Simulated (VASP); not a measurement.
A run of VASP 6.6.1 is set up as follows.

The input INCAR:

```
PREC = Accurate
ENCUT = 520
EDIFF = 1E-6
ISMEAR = -1
SIGMA = 0.05
LREAL = False
LASPH = True
NELM = 80
ALGO = Normal
ISIF = 2
LWAVE = False
LCHARG = True
GGA = PS
IVDW = 13
LELF = True
LVHAR = True
NBANDS = 11
```

Contents of KPOINTS:

```
regular mesh
0
Gamma
  10 10 10
```

File POSCAR:

```
Hf
1.0
    0.0000000000      2.2024931676      2.2024931676
    2.2024931676      0.0000000000      2.2024931676
    2.2024931676      2.2024931676      0.0000000000
Hf
1
Direct
    0.0000000000      0.0000000000      0.0000000000
```

Potentials or basis: VASP PAW PBE potentials, release 64 (Hf_pv).

Command:

```sh
$ cat potpaw_PBE.64/Hf_pv/POTCAR > POTCAR
$ mpirun -np 1 vasp_std > vasp.out
```

Q: Predict the pressure.

A: -0.3 GPa.

Q: Predict the dispersion energy per atom.

A: -0.128 eV.

Caveat: the PAW data sets were made with another functional, which shifts forces and pressure a little; pairwise dispersion overbinds metals, which lowers pressure and volume.
